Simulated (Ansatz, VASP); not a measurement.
**One calculation of Pt, two programs**

```xyz
1
Lattice="1.8553 1.0711 1.5152 -1.8553 1.0711 1.5152 0.0000 -2.1423 1.5152" Properties=species:S:1:pos:R:3 pbc="T T T"
Pt    0.0000    0.0000    2.2728
```

Alike in both runs: functional PBE; k mesh 21 × 21 × 21; occupations gaussian, width 0.1 eV; no spin polarisation.

Ansatz relaxed the structure, and its values are those at the end. VASP's run is a single point on that final structure, the one shown.

```csv
,VASP,Ansatz
version,VASP 6.6.1,Ansatz 0.2.0
potentials or method,"VASP PAW PBE potentials, release 64 (Pt), cutoff 520 eV","scalar-relativistic, plane waves, PAW"
valence electrons in the cell,10,18
```

|  | VASP | Ansatz | Ansatz less VASP |
| --- | --- | --- | --- |
| gap on the k mesh at the Fermi level (eV) | none | none | - |
| pressure (GPa) | -0.5 | 0.0 | +0.45 |

A gap of «none» marks a metal or a gap that the smearing closes. VASP's potentials hold 10 valence electrons a cell and Ansatz's 18, so a difference there can come from the potentials and not from the codes.

Spin-orbit coupling is off throughout.
